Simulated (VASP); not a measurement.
# Al2Au (Fm-3m) in VASP: a series of runs

Al2Au is run at these levels: PBE, RPBE, revPBE, BLYP; tasks: single point.

Program: VASP 6.6.1. These are calculated values, not measurements. Logs are shortened: lines on timing, memory, paths and dates and some standing lists are left out, and cuts for length are marked.

**1. The cell of the first run**

It takes space group Fm-3m (No. 225, cubic). Conventional cell: a = 6.060 Å, b = 6.060 Å, c = 6.060 Å, α = 90.00°, β = 90.00°, γ = 90.00°. Au (site symmetry m-3m) has 8 Al at 2.62 Å within 3.5 Å. Al (site symmetry -43m) has 4 Au at 2.62 Å and 6 Al at 3.03 Å within 3.5 Å.

**2. Single point, PBE**

File INCAR:

```
SYSTEM = Al2Au
ALGO = Normal
EDIFF = 1E-6
ENCUT = 520
GGA = PE
ISIF = 2
ISMEAR = -1
LASPH = .TRUE.
LCHARG = .TRUE.
LELF = .TRUE.
LREAL = .FALSE.
LVHAR = .TRUE.
LWAVE = .FALSE.
NBANDS = 16
NELM = 80
PREC = Accurate
SIGMA = 0.05
```

File KPOINTS:

```
k-points
0
G
  8 8 8
  0 0 0
```

File POSCAR:

```
Al2Au
1.0
    0.0000000000      3.0301591252      3.0301591252
    3.0301591252      0.0000000000      3.0301591252
    3.0301591252      3.0301591252      0.0000000000
Au Al
1 2
Direct
    0.0000000000      0.0000000000      0.0000000000
    0.7500000000      0.7500000000      0.7500000000
    0.2500000000      0.2500000000      0.2500000000
```

Potentials or basis: VASP PAW PBE potentials, release 64 (Au, Al).

The run is started by

```console
$ cat potpaw_PBE.64/Au/POTCAR potpaw_PBE.64/Al/POTCAR > POTCAR
$ mpirun -np 1 vasp_std > vasp.out
```

OUTCAR:

```text
SYSTEM = Al2Au
   EDIFF = 1E-6
   ENCUT = 520
   GGA = PE
   ISIF = 2
   ISMEAR = -1
   LASPH = .TRUE.
   LREAL = .FALSE.
   NELM = 80
   PREC = Accurate

 ion  position               nearest neighbor table
   1  0.000  0.000  0.000-   2 2.62   2 2.62   2 2.62   3 2.62   3 2.62   3 2.62   3 2.62   2 2.62

   2  0.750  0.750  0.750-   1 2.62   1 2.62   1 2.62   1 2.62   3 3.03   3 3.03   3 3.03   3 3.03
                             3 3.03   3 3.03
   3  0.250  0.250  0.250-   1 2.62   1 2.62   1 2.62   1 2.62   2 3.03   2 3.03   2 3.03   2 3.03
                             2 3.03   2 3.03

  LATTYP: Found a face centered cubic cell.
 ALAT       =     6.0603182504

  Lattice vectors:

 A1 = (   0.0000000000,   3.0301591252,   3.0301591252)
 A2 = (   3.0301591252,   0.0000000000,   3.0301591252)
 A3 = (   3.0301591252,   3.0301591252,   0.0000000000)

Analysis of symmetry for initial positions (statically):
=====================================================================
 Subroutine PRICEL returns:
 Original cell was already a primitive cell.

 Routine SETGRP: Setting up the symmetry group for a
 face centered cubic supercell.

 Subroutine GETGRP returns: Found 48 space group operations
 (whereof 48 operations were pure point group operations)
 out of a pool of 48 trial point group operations.

The static configuration has the point symmetry O_h .

Analysis of symmetry for dynamics (positions and initial velocities):
=====================================================================
 Subroutine PRICEL returns:
 Original cell was already a primitive cell.

 Routine SETGRP: Setting up the symmetry group for a
 face centered cubic supercell.

 Subroutine GETGRP returns: Found 48 space group operations
 (whereof 48 operations were pure point group operations)
 out of a pool of 48 trial point group operations.

The dynamic configuration has the point symmetry O_h .

 Subroutine INISYM returns: Found 48 space group operations
 (whereof 48 operations are pure point group operations),
 and found     1 'primitive' translations

----------------------------------------------------------------------------------------

                                     Primitive cell

  volume of cell :      55.6450

  direct lattice vectors                    reciprocal lattice vectors
     0.000000000  3.030159125  3.030159125    -0.165007836  0.165007836  0.165007836
     3.030159125  0.000000000  3.030159125     0.165007836 -0.165007836  0.165007836
     3.030159125  3.030159125  0.000000000     0.165007836  0.165007836 -0.165007836

  length of vectors
     4.285292131  4.285292131  4.285292131     0.285801956  0.285801956  0.285801956

  position of ions in fractional coordinates (direct lattice)
     0.000000000  0.000000000  0.000000000
     0.750000000  0.750000000  0.750000000
     0.250000000  0.250000000  0.250000000

  ion indices of the primitive-cell ions
   primitive index   ion index
                 1           1
                 2           2
                 3           3

----------------------------------------------------------------------------------------

 KPOINTS: k-points

Automatic generation of k-mesh.
 Grid dimensions read from file:
 generate k-points for:    8    8    8

 Generating k-lattice:

  Cartesian coordinates                     Fractional coordinates (reciprocal lattice)
    -0.020625980  0.020625980  0.020625980     0.125000000  0.000000000  0.000000000
     0.020625980 -0.020625980  0.020625980     0.000000000  0.125000000  0.000000000
     0.020625980  0.020625980 -0.020625980     0.000000000  0.000000000  0.125000000

  Length of vectors
     0.035725244  0.035725244  0.035725244

  Shift w.r.t. Gamma in fractional coordinates (k-lattice)
     0.000000000  0.000000000  0.000000000

 Subroutine IBZKPT returns following result:
 ===========================================

 Found     29 irreducible k-points:

 Following reciprocal coordinates:
            Coordinates               Weight
  0.000000  0.000000  0.000000      1.000000
  0.125000  0.000000  0.000000      8.000000
  0.250000  0.000000  0.000000      8.000000
  0.375000  0.000000  0.000000      8.000000
  0.500000  0.000000  0.000000      4.000000
  0.125000  0.125000  0.000000      6.000000
[... 16 lines left out ...]
  0.500000  0.250000  0.125000     48.000000
 -0.375000  0.250000  0.125000     24.000000
 [... further k-points ...]
   k-points           NKPTS =     29   k-points in BZ     NKDIM =     29   number of bands    NBANDS=     16
   number of dos      NEDOS =    301   number of ions     NIONS =      3
   total plane-waves  NPLWV =  32768
   dimension x,y,z NGX =    32 NGY =   32 NGZ =   32
   dimension x,y,z NGXF=    64 NGYF=   64 NGZF=   64
   ions per type =               1   2
   NGX,Y,Z   is equivalent  to a cutoff of  12.41, 12.41, 12.41 a.u.
   NGXF,Y,Z  is equivalent  to a cutoff of  24.83, 24.83, 24.83 a.u.
 SYSTEM =  Al2Au
   PREC   = accura    normal or accurate (medium, high low for compatibility)
   ISTART =      0    job   : 0-new  1-cont  2-samecut
   ICHARG =      2    charge: 1-file 2-atom 10-const
   ISPIN  =      1    spin polarized calculation?
   LNONCOLLINEAR =      F non collinear calculations
   LSORBIT =      F    spin-orbit coupling
   LASPH  =      T    aspherical Exc in radial PAW
   ENCUT  =  520.0 eV  38.22 Ry    6.18 a.u.   7.97  7.97  7.97*2*pi/ulx,y,z
   NELM   =     80;   NELMIN=  2; NELMDL= -5     # of ELM steps
   EDIFF  = 0.1E-05   stopping-criterion for ELM
   LREAL  =      F    real-space projection
   EDIFFG = 0.1E-04   stopping-criterion for IOM
   NSW    =      0    number of steps for IOM
   IBRION =     -1    ionic relax: 0-MD 1-quasi-New 2-CG
   NFREE  =      0    steps in history (QN), initial steepest desc. (CG)
   ISIF   =      2    stress and relaxation
   ISYM   =      2    0-nonsym 1-usesym 2-fastsym
   POTIM  = 0.5000    time-step for ionic-motion
   TEBEG  =    0.0;   TEEND  =   0.0 temperature during run
   PSTRESS=    0.0 pullay stress
   NELECT =      17.0000    total number of electrons
   NUPDOWN=      -1.0000    fix difference up-down
   EMIN   =  10.00;   EMAX   =-10.00  energy-range for DOS
   EFERMI =   0.00;   METHOD = LEGACY
   ISMEAR =    -1;   SIGMA  =   0.05  broadening in eV -4-tet -1-fermi 0-gaus
   EFERMI_NEDOS =   21; number of points for ismear=-14 and -15
   IALGO  =     38    algorithm
   IMIX   =      4    mixing-type and parameters
     AMIX     =   0.40;   BMIX     =  1.00
     AMIX_MAG =   1.60;   BMIX_MAG =  1.00
  volume/ion in A,a.u.               =      18.55       125.17
  Fermi-wavevector in a.u.,A,eV,Ry     =   1.102594  2.083601 16.540793  1.215714
  Thomas-Fermi vector in A             =   2.239039
   LORBIT       =      0    0 simple, 1 ext, 2 COOP (PROOUT), +10 PAW based schemes
   GGA     = PE    functional components
   LHFCALC =     F    Hartree Fock is set to
   AEXX    =    0.0000 exact exchange contribution
   IVDW    =     0    specifies the selected vdW correction
   LEPSILON=     F    determine dielectric tensor
   LRPA    =     F    only Hartree local field effects (RPA)
 non-spin polarized calculation
  energy-cutoff  :      520.00
  volume of cell :       55.65
 maximum number of plane-waves:      1524
   NGX = 15   NGY = 15   NGZ = 15

 number of electron      17.0000002 magnetization

 Free energy of the ion-electron system (eV)
  ---------------------------------------------------
  ext. energy  EPLUGINS =         0.00000000
  ---------------------------------------------------
  free energy    TOTEN  =       -12.03252603 eV

  energy without entropy =      -12.02309446  energy(sigma->0) =      -12.02781024

 E-fermi :   7.4488     XC(G=0): -10.3965

 val. band max:        7.4132644913   @ k =   0.3750   0.1250   0.0000
 cond. band min:       7.4566313238   @ k =   0.3750   0.1250   0.0000
 fundamental gap:      0.0433668325
 Fermi energy:         7.4488493216

 k-point     1 :       0.0000    0.0000    0.0000
  band No.  band energies     occupation
      1      -2.8811      2.00000
      2       1.0161      2.00000
      3       1.0161      2.00000
      4       1.0161      2.00000
      5       1.9411      2.00000
      6       1.9411      2.00000
[... 8 lines left out ...]
     15      13.1090      0.00000
     16      13.1090      0.00000

 k-point     2 :       0.1250    0.0000    0.0000
  band No.  band energies     occupation
      1      -2.6816      2.00000
      2       0.9504      2.00000
      3       1.0645      2.00000
      4       1.0645      2.00000
      5       1.9319      2.00000
      6       1.9319      2.00000
[... 8 lines left out ...]
     15      12.7464      0.00000
     16      12.8054      0.00000

 k-point     3 :       0.2500    0.0000    0.0000
  band No.  band energies     occupation
      1      -2.1110      2.00000
      2       0.8223      2.00000
      3       1.1671      2.00000
      4       1.1671      2.00000
      5       1.9387      2.00000
      6       1.9387      2.00000
[... 8 lines left out ...]
     15      13.6886      0.00000
     16      13.7720      0.00000

 k-point     4 :       0.3750    0.0000    0.0000
  band No.  band energies     occupation
      1      -1.3204      2.00000
      2       0.8239      2.00000
      3       1.2359      2.00000
      4       1.2359      2.00000
      5       2.0043      2.00000
      6       2.0043      2.00000
[... 8 lines left out ...]
     15      15.2152      0.00000
     16      15.3434      0.00000

 k-point     5 :       0.5000    0.0000    0.0000
  band No.  band energies     occupation
      1      -0.8704      2.00000
      2       1.1210      2.00000
      3       1.2517      2.00000
      4       1.2517      2.00000
      5       2.0533      2.00000
      6       2.0533      2.00000
[... 8 lines left out ...]
     15      16.1927      0.00000
     16      17.0998      0.00000

 k-point     6 :       0.1250    0.1250    0.0000
  band No.  band energies     occupation
      1      -2.6135      2.00000
      2       0.9043      2.00000
      3       1.0967      2.00000
      4       1.0967      2.00000
      5       1.8685      2.00000
      6       1.9814      2.00000
[... 8 lines left out ...]
     15      13.4396      0.00000
     16      13.4396      0.00000

 k-point     7 :       0.2500    0.1250    0.0000
  band No.  band energies     occupation
      1      -2.1593      2.00000
      2       0.7786      2.00000
      3       1.1979      2.00000
      4       1.2004      2.00000
      5       1.8180      2.00000
      6       2.0177      2.00000
[... 8 lines left out ...]
     15      14.5362      0.00000
     16      14.5399      0.00000

 k-point     8 :       0.3750    0.1250    0.0000
  band No.  band energies     occupation
      1      -1.4071      2.00000
      2       0.6985      2.00000
      3       1.2764      2.00000
      4       1.2906      2.00000
      5       1.8860      2.00000
      6       2.0626      2.00000
[... 8 lines left out ...]
     15      15.9456      0.00000
     16      16.0682      0.00000

 k-point     9 :       0.5000    0.1250    0.0000
  band No.  band energies     occupation
      1      -0.7466      2.00000
      2       0.8548      2.00000
      3       1.3253      2.00000
      4       1.3363      2.00000
      5       2.0626      2.00000
      6       2.0773      2.00000
[... 8 lines left out ...]
     15      16.3769      0.00000
     16      17.1317      0.00000
[... 172 lines left out ...]
 k-point    19 :       0.5000    0.3750    0.0000
  band No.  band energies     occupation
      1       0.1698      2.00000
      2       0.3937      2.00000
      3       1.2335      2.00000
      4       1.7154      2.00000
      5       2.0029      2.00000
      6       2.1680      2.00000
[... 8 lines left out ...]
     15      17.0302      0.00000
     16      17.7950      0.00000

 k-point    20 :      -0.3750    0.3750    0.0000
  band No.  band energies     occupation
      1       0.2260      2.00000
      2       0.7989      2.00000
      3       1.0417      2.00000
      4       1.6864      2.00000
      5       1.9962      2.00000
      6       2.0338      2.00000
[... 8 lines left out ...]
     15      16.3184      0.00000
     16      17.4068      0.00000

 k-point    21 :       0.5000    0.5000    0.0000
  band No.  band energies     occupation
      1       0.3182      2.00000
      2       0.5509      2.00000
      3       1.3137      2.00000
      4       1.7910      2.00000
      5       1.7910      2.00000
      6       2.2270      2.00000
[... 8 lines left out ...]
     15      17.5758      0.00000
     16      17.7139      0.00000

 k-point    22 :       0.3750    0.2500    0.1250
  band No.  band energies     occupation
      1      -1.5967      2.00000
      2       0.6548      2.00000
      3       1.2804      2.00000
      4       1.3343      2.00000
      5       1.7820      2.00000
      6       2.0732      2.00000
[... 8 lines left out ...]
     15      14.7345      0.00000
     16      16.2073      0.00000

 k-point    23 :       0.5000    0.2500    0.1250
  band No.  band energies     occupation
      1      -0.8037      2.00000
      2       0.6130      2.00000
      3       1.2993      2.00000
      4       1.4472      2.00000
      5       1.9088      2.00000
      6       2.0658      2.00000
[... 8 lines left out ...]
     15      15.8270      0.00000
     16      16.8211      0.00000

 k-point    24 :      -0.3750    0.2500    0.1250
  band No.  band energies     occupation
      1      -0.3505      2.00000
      2       0.7338      2.00000
      3       1.3673      2.00000
      4       1.4746      2.00000
      5       1.8684      2.00000
      6       2.1154      2.00000
[... 8 lines left out ...]
     15      14.8816      0.00000
     16      17.4327      0.00000

 [... further k-points ...]
[... 5 lines left out ...]
  --------------------------------------------------------------------------------------
  -------------------------------------------------------------------------------------
  Total       -0.0921340     -0.0921340     -0.0921340      0.0000000      0.0000000     -0.0000000
  in kB       -2.6527995     -2.6527995     -2.6527995      0.0000000      0.0000000     -0.0000000
  external PRESSURE =      -2.6527995 kB  Pullay stress =       0.0000000 kB

 VOLUME and BASIS-vectors are now :
 -----------------------------------------------------------------------------
  energy-cutoff  :      520.00
  volume of cell :       55.65
      direct lattice vectors                 reciprocal lattice vectors
     0.000000000  3.030159125  3.030159125    -0.165007836  0.165007836  0.165007836
     3.030159125  0.000000000  3.030159125     0.165007836 -0.165007836  0.165007836
     3.030159125  3.030159125  0.000000000     0.165007836  0.165007836 -0.165007836

 POSITION                                       TOTAL-FORCE (eV/Angst)
 -----------------------------------------------------------------------------------
      0.00000      0.00000      0.00000         0.000000     -0.000000      0.000000
      4.54524      4.54524      4.54524         0.000000     -0.000000     -0.000000
      1.51508      1.51508      1.51508        -0.000000      0.000000      0.000000
 -----------------------------------------------------------------------------------
    total drift:                                0.000000     -0.000000      0.000000

  FREE ENERGIE OF THE ION-ELECTRON SYSTEM (eV)
  ---------------------------------------------------
  free  energy   TOTEN  =       -12.0325260252 eV

  energy  without entropy=      -12.0230944635  energy(sigma->0) =      -12.02781024
```

Run time: 40 s. Hardware: 1 thread of Intel Xeon 6975P-C, shared host; peak memory 0.18 GiB.

Results:

| Item | Value |
| --- | --- |
| Free energy | -12.0325 eV |
| Pressure | -0.3 GPa |

Levels at points of the mesh, in eV from the Fermi level:
```csv
k point,band 7,band 8,band 9,band 10,band 11,band 12
"(0.00, 0.00, 0.00)",2.03,2.95,2.95,2.95,3.78,3.78
"(0.50, 0.00, 0.00)",-5.34,0.38,0.38,3.24,3.37,3.72
"(0.50, 0.50, 0.00)",-4.92,-2.04,-2.04,1.09,2.09,7.63
```

Caveat: spin-orbit coupling is left out, which moves the levels of the heavy elements.

**3. Single point, RPBE**

This run uses another cell than the first one, of 18.90 Å³/atom, 1.019 times its volume.

File INCAR:

```
PREC     = Accurate       # precision mode
ENCUT    = 520            # plane-wave cutoff, eV
EDIFF    = 1E-6           # SCF threshold, eV
ISMEAR   = -1             # smearing method
SIGMA    = 0.05           # smearing width, eV
LREAL    = F              # projectors in reciprocal space
LASPH    = T              # aspherical terms in the spheres
NELM     = 60             # most SCF steps
ALGO     = Normal         # electronic algorithm
ISIF     = 2              # what is computed and relaxed
LWAVE    = F              # write WAVECAR
LCHARG   = F              # write CHGCAR
GGA      = RP             # functional
NBANDS   = 16             # bands
```

File KPOINTS:

```
Automatic mesh
0
Gamma
  8 8 8
```

File POSCAR:

```
Al2Au
1.0
    0.0000000000      3.0491666913      3.0491666913
    3.0491666913      0.0000000000      3.0491666913
    3.0491666913      3.0491666913      0.0000000000
Au Al
1 2
Direct
    0.0000000000      0.0000000000      0.0000000000
    0.7500000000      0.7500000000      0.7500000000
    0.2500000000      0.2500000000      0.2500000000
```

Potentials or basis: VASP PAW PBE potentials, release 64 (Au, Al).

The run is started by

```console
$ cat potpaw_PBE.64/Au/POTCAR potpaw_PBE.64/Al/POTCAR > POTCAR
$ mpirun -np 1 vasp_std > vasp.out
```

Run time: 32 s. Hardware: 1 thread of Intel Xeon 6975P-C, shared host; peak memory 0.19 GiB.

Results (log left out):

```yaml
Free_energy: -10.9148 eV
Pressure: -0.3 GPa
```

Levels at points of the mesh, in eV from the Fermi level:
```csv
k point,band 7,band 8,band 9,band 10,band 11,band 12
"(0.00, 0.00, 0.00)",2.01,2.94,2.94,2.94,3.70,3.70
"(0.50, 0.00, 0.00)",-5.27,0.39,0.39,3.25,3.28,3.66
"(0.50, 0.50, 0.00)",-4.86,-2.00,-2.00,1.03,2.09,7.57
```

Caveat: the PAW data sets were made with another functional, which shifts forces and pressure a little; spin-orbit coupling is left out, which moves the levels of the heavy elements.

[end of part 1 of 2]
